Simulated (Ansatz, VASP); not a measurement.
## One calculation of Pb, two programs

```
Pb
1.0
     0.00000    2.44105    2.44105
     2.44105    0.00000    2.44105
     2.44105    2.44105    0.00000
Pb
1
Direct
  0.00000 0.00000 0.00000
```

Alike in both runs: functional LDA; k mesh 14 × 14 × 14; occupations gaussian, width 0.1 eV; no spin polarisation.

Ansatz relaxed the structure, and its values are those at the end. VASP's run is a single point on that final structure, the one shown.

|  | VASP | Ansatz |
| --- | --- | --- |
| version | VASP 6.6.1 | Ansatz 0.2.0 |
| potentials or method | VASP PAW LDA potentials, release 64 (Pb_d), cutoff 520 eV | scalar-relativistic, plane waves, PAW |
| valence electrons in the cell | 14 | 14 |

|  | VASP | Ansatz | Ansatz less VASP |
| --- | --- | --- | --- |
| gap on the k mesh at the Fermi level (eV) | none | none | - |
| pressure (GPa) | 0.0 | 0.0 | -0.05 |

LDA's correlation is that of Perdew and Zunger in VASP and of Perdew and Wang (1992) in Ansatz. A gap of «none» marks a metal or a gap that the smearing closes.

Neither program's run includes spin-orbit coupling.
